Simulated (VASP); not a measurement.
A run of VASP 6.6.1:

File POSCAR:

```
Si
1.0
    3.5074800000      0.0000000000      0.0000000000
   -2.5805327124      2.3755561181      0.0000000000
   -0.3087211125     -1.2481625456      3.2633108165
Si
2
Direct
    0.8070000000      0.0570000000      0.7500000000
    0.1930000000      0.9430000000      0.2500000000
```

Contents of INCAR.step1:

```
PREC = Accurate
ENCUT = 520
ISMEAR = -1
SIGMA = 0.1
LREAL = F
LASPH = T
NELM = 100
NBANDS = 11
GGA = PE
ALGO = Normal
EDIFF = 1E-4
LWAVE = T
LCHARG = F
```

INCAR.step2

```
PREC = Accurate
ENCUT = 520
EDIFF = 1E-6
ISMEAR = -1
SIGMA = 0.1
LREAL = F
LASPH = T
NELM = 100
ALGO = Normal
ISIF = 2
LWAVE = F
LCHARG = T
METAGGA = R2SCAN
LMIXTAU = T
LELF = T
LVHAR = T
NBANDS = 11
ISTART = 1
```

The input KPOINTS:

```
Automatic mesh
0
Gamma
  5 5 5
```

Potentials or basis: VASP PAW PBE potentials, release 64 (Si).

Run with:

```sh
$ cat potpaw_PBE.64/Si/POTCAR > POTCAR
$ cp INCAR.step1 INCAR
$ mpirun -np 1 vasp_std > vasp.out
$ cp INCAR.step2 INCAR
$ mpirun -np 1 vasp_std > vasp.out
```

Hardware: 1 thread of Intel(R) Xeon(R) 6975P-C (Granite Rapids), on a shared host.

Question: How long does it take, and how much memory?

Answer: Run time: 28 s on 1 thread of Intel(R) Xeon(R) 6975P-C (Granite Rapids) (shared host), peak memory 0.15 GiB. Counts: k points 27.
